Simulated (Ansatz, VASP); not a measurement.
## BiSb2Se in VASP and in Ansatz

```
Sb Bi Se
1.0
     3.33439    0.00000    0.00000
    -1.66720    2.88767    0.00000
     0.00000    0.00000   11.92511
Sb Bi Se
2 1 1
Direct
  0.00000 0.00000 0.23424
  0.00000 0.00000 0.76576
  0.00000 0.00000 0.50000
  0.00000 0.00000 0.00000
```

Alike in both runs: functional PBE; k mesh 6 × 6 × 2; occupations gaussian, width 0.1 eV; no spin polarisation.

Ansatz relaxed the structure, and its values are those at the end. VASP's run is a single point on that final structure, the one shown.

```csv
,VASP,Ansatz
version,VASP 6.6.1,Ansatz 0.2.0
potentials or method,"VASP PAW PBE potentials, release 64 (Sb, Bi_d, Se), cutoff 520 eV","scalar-relativistic, plane waves, PAW"
valence electrons in the cell,31,61
```

```csv
,VASP,Ansatz,Ansatz less VASP
gap on the k mesh at the Fermi level (eV),none,none,-
pressure (GPa),-0.1,-0.1,+0.08
```

A gap of «none» marks a metal or a gap that the smearing closes. VASP's potentials hold 31 valence electrons a cell and Ansatz's 61, so a difference there can come from the potentials and not from the codes.

The k mesh is coarse, so the values compare programs but aren't converged. Neither program's run includes spin-orbit coupling.
